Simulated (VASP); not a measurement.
# Cd (Pmmm) in VASP: notebook

The runs below take Cd through single point, relaxation of cell and atoms, with PBE.

Everything below comes from runs of VASP 6.6.1. Logs are shortened: lines on timing, memory, paths and dates and some standing lists are left out, and cuts for length are marked.

### 1 The cell of the first run

Symmetry: Pmmm, No. 47, orthorhombic system. Conventional cell: a = 2.907 Å, b = 2.959 Å, c = 3.176 Å, α = 90.00°, β = 90.00°, γ = 90.00°. Within 3.8 Å of Cd (site symmetry mmm) lie 6 Cd at 2.91 to 3.18 Å.

### 2 Single point, PBE

Input file INCAR:

```
SYSTEM = Cd
ALGO = Fast ; EDIFF = 1E-6
ENCUT = 520 ; GGA = PE
ISIF = 2 ; ISMEAR = 0
LASPH = .True. ; LCHARG = .False.
LREAL = .False. ; LWAVE = .False.
NBANDS = 12 ; NELM = 80
PREC = Accurate ; SIGMA = 0.1
```

Input file KPOINTS:

```
k-points
0
Gamma
  8 6 4
  0 0 0
```

Input file POSCAR:

```
Cd
1.0
    2.9067464908      0.0000000000      0.0000000000
    0.0000000000      2.9587325169      0.0000000000
    0.0000000000      0.0000000000      3.1755412435
Cd
1
Direct
    0.5000000000      0.5000000000      0.5000000000
```

Potentials or basis: VASP PAW PBE potentials, release 64 (Cd).

On the command line:

```sh
> cat potpaw_PBE.64/Cd/POTCAR > POTCAR
> mpirun -np 1 vasp_std > vasp.out
```

OUTCAR:

```text
SYSTEM = Cd
   EDIFF = 1E-6
   ENCUT = 520
   GGA = PE
   ISIF = 2
   ISMEAR = 0
   LASPH = .True.
   LREAL = .False.
   NELM = 80
   PREC = Accurate

 ion  position               nearest neighbor table
   1  0.500  0.500  0.500-

  LATTYP: Found a simple orthorhombic cell.
 ALAT       =     2.9067464908
 B/A-ratio  =     1.0178846096
 C/A-ratio  =     1.0924727194

  Lattice vectors:

 A1 = (   2.9067464908,   0.0000000000,   0.0000000000)
 A2 = (   0.0000000000,   2.9587325169,   0.0000000000)
 A3 = (   0.0000000000,   0.0000000000,   3.1755412435)

Analysis of symmetry for initial positions (statically):
=====================================================================
 Subroutine PRICEL returns:
 Original cell was already a primitive cell.

 Routine SETGRP: Setting up the symmetry group for a
 simple orthorhombic supercell.

 Subroutine GETGRP returns: Found  8 space group operations
 (whereof  8 operations were pure point group operations)
 out of a pool of  8 trial point group operations.

The static configuration has the point symmetry D_2h.

Analysis of symmetry for dynamics (positions and initial velocities):
=====================================================================
 Subroutine PRICEL returns:
 Original cell was already a primitive cell.

 Routine SETGRP: Setting up the symmetry group for a
 simple orthorhombic supercell.

 Subroutine GETGRP returns: Found  8 space group operations
 (whereof  8 operations were pure point group operations)
 out of a pool of  8 trial point group operations.

The dynamic configuration has the point symmetry D_2h.

 Subroutine INISYM returns: Found  8 space group operations
 (whereof  8 operations are pure point group operations),
 and found     1 'primitive' translations

----------------------------------------------------------------------------------------

                                     Primitive cell

  volume of cell :      27.3106

  direct lattice vectors                    reciprocal lattice vectors
     2.906746491  0.000000000  0.000000000     0.344027249  0.000000000  0.000000000
     0.000000000  2.958732517  0.000000000     0.000000000  0.337982563  0.000000000
     0.000000000  0.000000000  3.175541244     0.000000000  0.000000000  0.314906948

  length of vectors
     2.906746491  2.958732517  3.175541244     0.344027249  0.337982563  0.314906948

  position of ions in fractional coordinates (direct lattice)
     0.500000000  0.500000000  0.500000000

  ion indices of the primitive-cell ions
   primitive index   ion index
                 1           1

----------------------------------------------------------------------------------------

 KPOINTS: k-points

Automatic generation of k-mesh.
 Grid dimensions read from file:
 generate k-points for:    8    6    4

 Generating k-lattice:

  Cartesian coordinates                     Fractional coordinates (reciprocal lattice)
     0.043003406  0.000000000  0.000000000     0.125000000  0.000000000  0.000000000
     0.000000000  0.056330427  0.000000000     0.000000000  0.166666667  0.000000000
     0.000000000  0.000000000  0.078726737     0.000000000  0.000000000  0.250000000

  Length of vectors
     0.043003406  0.056330427  0.078726737

  Shift w.r.t. Gamma in fractional coordinates (k-lattice)
     0.000000000  0.000000000  0.000000000

 Subroutine IBZKPT returns following result:
 ===========================================

 Found     60 irreducible k-points:

 Following reciprocal coordinates:
            Coordinates               Weight
  0.000000  0.000000  0.000000      1.000000
  0.125000  0.000000  0.000000      2.000000
  0.250000  0.000000  0.000000      2.000000
  0.375000  0.000000  0.000000      2.000000
  0.500000  0.000000  0.000000      1.000000
  0.000000  0.166667  0.000000      2.000000
[... 16 lines left out ...]
  0.250000  0.000000  0.250000      4.000000
  0.375000  0.000000  0.250000      4.000000
 [... further k-points ...]
[... 42 lines left out ...]
  ---------------------------------------------------
  ext. energy  EPLUGINS =         0.00000000
  ---------------------------------------------------
  free energy    TOTEN  =        -0.64163528 eV

  energy without entropy =       -0.63917838  energy(sigma->0) =       -0.64040683

 E-fermi :   1.1405     XC(G=0):  -9.7486

 val. band max:        0.8787323529   @ k =   0.1250   0.5000   0.2500
 cond. band min:       1.1409717567   @ k =   0.3750   0.5000   0.0000
 fundamental gap:      0.2622394038
 Fermi energy:         1.1405033341

 k-point     1 :       0.0000    0.0000    0.0000
  band No.  band energies     occupation
      1      -8.1914      2.00000
      2      -7.9894      2.00000
      3      -6.8344      2.00000
      4      -6.8146      2.00000
      5      -6.7111      2.00000
      6      -5.9613      2.00000
      7       9.2479      0.00000
      8      11.6046      0.00000
      9      12.2517      0.00000
     10      12.9283      0.00000
     11      15.1934      0.00000
     12      16.0230      0.00000

 k-point     2 :       0.1250    0.0000    0.0000
  band No.  band energies     occupation
      1      -8.0785      2.00000
      2      -7.9287      2.00000
      3      -6.8956      2.00000
      4      -6.8274      2.00000
      5      -6.7836      2.00000
      6      -5.6684      2.00000
      7       9.3912      0.00000
      8       9.6321      0.00000
      9      11.9928      0.00000
     10      13.0843      0.00000
     11      15.4020      0.00000
     12      19.1848      0.00000

 k-point     3 :       0.2500    0.0000    0.0000
  band No.  band energies     occupation
      1      -7.9709      2.00000
      2      -7.6570      2.00000
      3      -7.0850      2.00000
      4      -6.9540      2.00000
      5      -6.8104      2.00000
      6      -4.7152      2.00000
      7       5.6672      0.00000
      8      10.7072      0.00000
      9      13.0866      0.00000
     10      13.5155      0.00000
     11      15.7691      0.00000
     12      20.9059      0.00000
[... 286 lines left out ...]
 k-point    23 :       0.2500    0.0000    0.2500
  band No.  band energies     occupation
      1      -7.8981      2.00000
      2      -7.3891      2.00000
      3      -7.2971      2.00000
      4      -6.9432      2.00000
      5      -6.9213      2.00000
      6      -3.6724      2.00000
      7       5.0080      0.00000
      8       6.8225      0.00000
      9      14.2462      0.00000
     10      14.6143      0.00000
     11      16.2853      0.00000
     12      20.8246      0.00000

 k-point    24 :       0.3750    0.0000    0.2500
  band No.  band energies     occupation
      1      -7.8190      2.00000
      2      -7.5213      2.00000
      3      -7.1018      2.00000
      4      -7.0427      2.00000
      5      -6.9027      2.00000
      6      -2.0670      2.00000
      7       3.1527      0.00000
      8       6.7365      0.00000
      9      11.6825      0.00000
     10      15.8692      0.00000
     11      16.9949      0.00000
     12      20.6299      0.00000

 [... further k-points ...]

------------------------ aborting loop because EDIFF is reached ----------------------------------------

  FORCE on cell =-STRESS in cart. coord.  units (eV):
  Direction    XX          YY          ZZ          XY          YZ          ZX
  --------------------------------------------------------------------------------------
  -------------------------------------------------------------------------------------
  Total        0.0978820      0.0622340      0.0178387      0.0000000      0.0000000      0.0000000
  in kB        5.7422606      3.6509679      1.0465089      0.0000000      0.0000000      0.0000000
  external PRESSURE =       3.4799125 kB  Pullay stress =       0.0000000 kB

 VOLUME and BASIS-vectors are now :
 -----------------------------------------------------------------------------
  energy-cutoff  :      520.00
  volume of cell :       27.31
      direct lattice vectors                 reciprocal lattice vectors
     2.906746491  0.000000000  0.000000000     0.344027249  0.000000000  0.000000000
     0.000000000  2.958732517  0.000000000     0.000000000  0.337982563  0.000000000
     0.000000000  0.000000000  3.175541244     0.000000000  0.000000000  0.314906948

 POSITION                                       TOTAL-FORCE (eV/Angst)
 -----------------------------------------------------------------------------------
      1.45337      1.47937      1.58777         0.000000      0.000000      0.000000
 -----------------------------------------------------------------------------------
    total drift:                                0.000000     -0.000000     -0.000000

  FREE ENERGIE OF THE ION-ELECTRON SYSTEM (eV)
  ---------------------------------------------------
  free  energy   TOTEN  =        -0.6416352760 eV

  energy  without entropy=       -0.6391783831  energy(sigma->0) =       -0.64040683
```

Wall time 6 s (1 thread of Intel Xeon Platinum 8488C (Sapphire Rapids), shared host); peak memory 0.14 GiB.

What came out:

| Item | Value |
| --- | --- |
| Free energy | -0.6416 eV |
| Pressure | 0.3 GPa |
| Band gap on the k mesh | zero (band 6 reaches 5.50 eV, above the bottom of band 7 at -0.78 eV) |

Caveat: the k points lie up to 0.49 Å⁻¹ apart.

### 3 Single point, PBE

This run uses another cell than the first one, of 39.68 Å³/atom, 1.453 times its volume.

Input file INCAR:

```
  PREC = Accurate
  ENCUT = 520
  EDIFF = 1E-7
  ISMEAR = 0
  SIGMA = 0.1
  LREAL = F
  LASPH = T
  NELM = 60
  ALGO = Fast
  ISIF = 2
  LWAVE = F
  LCHARG = F
  GGA = PE
  NBANDS = 12
```

Input file KPOINTS:

```
regular mesh
0
Gamma
  8 6 4
```

Input file POSCAR:

```
Cd
1.0
    2.4895367600      0.0000000000      0.0000000000
    0.0000000000      2.6078128200      0.0000000000
    0.0000000000      0.0000000000      6.1122773000
Cd
1
Direct
    0.5000000000      0.5000000000      0.5000000000
```

Potentials or basis: VASP PAW PBE potentials, release 64 (Cd).

On the command line:

```sh
> cat potpaw_PBE.64/Cd/POTCAR > POTCAR
> mpirun -np 1 vasp_std > vasp.out
```

Run time: 12 s. Hardware: 1 thread of Intel Xeon Platinum 8488C (Sapphire Rapids), shared host; peak memory 0.16 GiB.

The run converged. Its results:

```
Free energy            : 0.1484 eV
Pressure               : 10.6 GPa
Band gap on the k mesh : zero (band 6 reaches 3.57 eV, above the bottom of band 7 at -1.65 eV)
```

Stress tensor (GPa, compression positive):
```
20.95  0.00  0.00
 0.00 10.99  0.00
 0.00  0.00 -0.25
```

Levels at points of the mesh, in eV from the Fermi level:
| k point | band 3 | band 4 | band 5 | band 6 | band 7 | band 8 | band 9 | band 10 |
| --- | --- | --- | --- | --- | --- | --- | --- | --- |
| (0.00, 0.00, 0.00) | -8.75 | -8.55 | -8.15 | -7.17 | -0.90 | 2.93 | 12.35 | 14.42 |
| (0.50, 0.00, 0.00) | -9.39 | -8.58 | -8.48 | -1.37 | 0.86 | 4.84 | 7.92 | 8.32 |
| (0.00, 0.50, 0.00) | -8.97 | -8.69 | -8.44 | -1.75 | -0.11 | 4.17 | 7.43 | 7.84 |
| (0.50, 0.50, 0.00) | -9.71 | -8.61 | -7.32 | 3.63 | 3.91 | 7.86 | 8.99 | 10.21 |
| (0.00, 0.00, 0.50) | -8.75 | -8.55 | -8.15 | -7.11 | -1.56 | 5.70 | 7.22 | 15.03 |
| (0.50, 0.00, 0.50) | -9.39 | -8.58 | -8.48 | -1.33 | 0.95 | 4.21 | 6.48 | 11.61 |
| (0.00, 0.50, 0.50) | -8.97 | -8.69 | -8.44 | -1.72 | -0.03 | 3.56 | 6.00 | 11.16 |
| (0.50, 0.50, 0.50) | -9.71 | -8.61 | -7.32 | 3.66 | 3.94 | 8.07 | 9.18 | 9.55 |

Caveat: the k points lie up to 0.40 Å⁻¹ apart.

### 4 Relaxation of cell and atoms, PBE

This run uses another cell than the first one, of 39.68 Å³/atom, 1.453 times its volume.

Input file INCAR:

```
PREC = Accurate
ENCUT = 600
EDIFF = 1E-6
ISMEAR = 0
SIGMA = 0.1
LREAL = F
LASPH = T
NELM = 80
ALGO = Normal
ISIF = 3
LWAVE = F
LCHARG = F
GGA = PE
IBRION = 2
NSW = 90
EDIFFG = -0.04
```

KPOINTS is that of step 3.

POSCAR is that of step 3.

On the command line:

```sh
> cat potpaw_PBE.64/Cd/POTCAR > POTCAR
> mpirun -np 1 vasp_std > vasp.out
```

Wall time 3.9 min (1 thread of Intel Xeon Platinum 8488C (Sapphire Rapids), shared host); peak memory 0.2 GiB.

It converged, with:

- Free energy: -0.6414 eV
- Relaxed volume: 27.56 Å³/atom
- Relaxed cell: a = 2.917 Å, b = 2.976 Å, c = 3.176 Å, α = 90.00°, β = 90.00°, γ = 90.00°
- Space group after relaxing (to 0.05 Å): Pmmm (No. 47)
- Energy gained by relaxing: 790.0 meV/atom
- Ionic steps: 34
- Pressure after relaxing: 0.0 GPa
- Band gap on the k mesh: zero (band 6 reaches 5.42 eV, above the bottom of band 7 at -0.78 eV)

Stress tensor (GPa, compression positive):
```
-0.02  0.00  0.00
 0.00 -0.10  0.00
 0.00  0.00 -0.01
```

The path:
```csv
step,energy change (eV),largest force (eV/Å),pressure (GPa),volume (Å³)
1,0.0000,0.0000,10.49,39.68
2,-0.4536,0.0000,-0.83,55.84
3,-0.4637,0.0000,0.85,50.96
4,-0.4698,0.0000,-0.04,52.99
5,-0.4700,0.0000,0.08,52.66
6,-0.4698,0.0000,0.20,52.38
7,-0.4748,0.0000,0.06,52.72
8,-0.4771,0.0000,0.25,52.89
9,-0.4840,0.0000,0.43,53.22
10,-0.4816,0.0000,-0.19,53.82
11,-0.4859,0.0000,0.20,53.51
12,-0.4860,0.0000,0.26,53.47
13,-0.4878,0.0000,-0.22,54.61
14,-0.4880,0.0000,-0.10,54.34
15,-0.4890,0.0000,-0.16,54.13
16,-0.4890,0.0000,-0.17,54.13
17,-0.4897,0.0000,-0.08,53.45
18,-0.4903,0.0000,0.13,52.03
19,-0.4906,0.0000,0.13,51.85
20,-0.4915,0.0000,0.13,51.28
21,-0.4936,0.0000,0.13,50.16
22,-0.4990,0.0000,0.07,47.93
23,-0.5178,0.0000,-0.14,43.49
24,-0.6297,0.0000,-0.96,34.74
25,2.4325,0.0000,99.02,17.79
26,-0.6371,0.0000,-0.97,34.35
27,-0.7379,0.0000,2.02,25.98
28,-0.7211,0.0000,-1.17,30.46
29,-0.7633,0.0000,-0.34,28.22
30,-0.7650,0.0000,0.19,27.65
31,-0.7896,0.0000,-0.23,27.75
32,-0.7898,0.0000,-0.27,27.76
33,-0.7898,0.0000,-0.27,27.76
34,-0.7900,0.0000,-0.04,27.56
```

Final structure:
```cif
data_structure
_symmetry_space_group_name_H-M 'P 1'
_symmetry_Int_Tables_number 1
_cell_length_a 2.9165
_cell_length_b 2.9757
_cell_length_c 3.1759
_cell_angle_alpha 90.000
_cell_angle_beta 90.000
_cell_angle_gamma 90.000
_cell_volume 27.56
loop_
_atom_site_label
_atom_site_type_symbol
_atom_site_fract_x
_atom_site_fract_y
_atom_site_fract_z
_atom_site_occupancy
Cd1 Cd 0.50000 0.50000 0.50000 1
```

Levels at points of the mesh, in eV from the Fermi level:
```csv
k point,band 2,band 3,band 4,band 5,band 6,band 7,band 8,band 9,band 10
"(0.00, 0.00, 0.00)",-9.10,-7.97,-7.95,-7.85,-7.05,8.15,10.31,11.04,11.80
"(0.50, 0.00, 0.00)",-8.46,-8.41,-8.32,-7.93,-1.97,-1.60,12.12,13.54,15.33
"(0.00, 0.50, 0.00)",-8.47,-8.41,-8.24,-7.91,-2.28,-1.67,11.85,13.47,15.87
"(0.50, 0.50, 0.00)",-8.54,-8.39,-8.33,-7.47,1.70,1.87,2.52,6.16,16.54
"(0.00, 0.00, 0.50)",-8.74,-8.21,-8.18,-7.84,-3.21,-1.88,13.35,14.98,15.75
"(0.50, 0.00, 0.50)",-8.83,-8.28,-8.14,-7.63,1.02,1.62,1.69,5.73,18.46
"(0.00, 0.50, 0.50)",-8.91,-8.21,-8.12,-7.67,0.96,1.30,1.46,5.59,18.80
"(0.50, 0.50, 0.50)",-8.81,-8.74,-7.67,-7.45,4.33,4.52,5.06,6.97,9.37
```

Caveat: the k points lie up to 0.49 Å⁻¹ apart in the final cell; the volume moved by over 15 % at a fixed basis, so the end points are rough.

### 5 Single point, PBE

This run uses another cell than the first one, of 39.68 Å³/atom, 1.453 times its volume.

Input file INCAR:

```
  PREC = Accurate
  ENCUT = 540
  EDIFF = 1E-6
  ISMEAR = 0
  SIGMA = 0.1
  LREAL = F
  LASPH = T
  NELM = 120
  ALGO = Normal
  ISIF = 2
  LWAVE = F
  LCHARG = F
  GGA = PE
  NBANDS = 16
  GGA_COMPAT = F
```

KPOINTS is that of step 4.

POSCAR is that of step 4.

Potentials or basis: VASP PAW PBE potentials, release 64 (Cd_sv_GW).

On the command line:

```sh
> cat potpaw_PBE.64/Cd_sv_GW/POTCAR > POTCAR
> mpirun -np 1 vasp_std > vasp.out
```

Run time: 15 s. Hardware: 1 thread of Intel Xeon 6975P-C (Granite Rapids), shared host; peak memory 0.18 GiB.

It converged, with:

```yaml
Free_energy: 0.0794 eV
Pressure: 8.8 GPa
Band_gap_on_the_k_mesh: zero (band 10 reaches 5.47 eV, above the bottom of band 11 at 0.27 eV)
```

Stress tensor (GPa, compression positive):
```
18.79  0.00  0.00
 0.00  9.12  0.00
 0.00  0.00 -1.53
```

Levels at points of the mesh, in eV from the Fermi level:
| k point | band 6 | band 7 | band 8 | band 9 | band 10 | band 11 | band 12 | band 13 | band 14 | band 15 |
| --- | --- | --- | --- | --- | --- | --- | --- | --- | --- | --- |
| (0.00, 0.00, 0.00) | -10.76 | -8.75 | -8.54 | -8.14 | -7.17 | -0.91 | 2.93 | 12.17 | 14.41 | 14.55 |
| (0.50, 0.00, 0.00) | -10.29 | -9.38 | -8.58 | -8.47 | -1.36 | 0.86 | 4.80 | 7.92 | 8.26 | 9.17 |
| (0.00, 0.50, 0.00) | -10.10 | -8.96 | -8.69 | -8.44 | -1.74 | -0.10 | 4.13 | 7.43 | 7.78 | 8.59 |
| (0.50, 0.50, 0.00) | -9.99 | -9.71 | -8.61 | -7.31 | 3.60 | 3.86 | 7.85 | 8.99 | 10.15 | 10.95 |
| (0.00, 0.00, 0.50) | -10.76 | -8.75 | -8.54 | -8.15 | -7.11 | -1.56 | 5.67 | 7.22 | 14.59 | 16.73 |
| (0.50, 0.00, 0.50) | -10.29 | -9.39 | -8.58 | -8.47 | -1.32 | 0.95 | 4.18 | 6.48 | 11.39 | 11.71 |
| (0.00, 0.50, 0.50) | -10.10 | -8.97 | -8.68 | -8.44 | -1.71 | -0.02 | 3.53 | 5.99 | 10.97 | 11.09 |
| (0.50, 0.50, 0.50) | -9.99 | -9.71 | -8.61 | -7.31 | 3.63 | 3.89 | 8.07 | 9.19 | 9.50 | 10.34 |

Caveat: the k points lie up to 0.40 Å⁻¹ apart.

### 6 Summary

```tsv
task	potentials or basis	cell	cutoff (eV)	second run	gap on the mesh (eV)	pressure (GPa)
single point	VASP PAW PBE potentials, release 64 (Cd)	a = 2.907, b = 2.959, c = 3.176 Å, 1 atom	520	-	none	0.3
single point	VASP PAW PBE potentials, release 64 (Cd)	a = 2.490, b = 2.608, c = 6.112 Å, 1 atom	520	-	none	10.6
relaxation of cell and atoms	VASP PAW PBE potentials, release 64 (Cd)	relaxed from a = 2.490, b = 2.608, c = 6.112 Å, 1 atom	600	-	none	0.0
single point	VASP PAW PBE potentials, release 64 (Cd_sv_GW)	a = 2.490, b = 2.608, c = 6.112 Å, 1 atom	540	valence_matched	none	8.8
```

Alike in all rows: level PBE; no spin polarisation; k mesh 8 × 6 × 4; smearing gaussian 0.1 eV.

Caveats: all runs use coarse meshes; the volume moved by over 15 % at a fixed basis, so the end points are rough (some runs).

Total energies depend on the potentials used, so only differences within one code and one set of settings carry meaning.
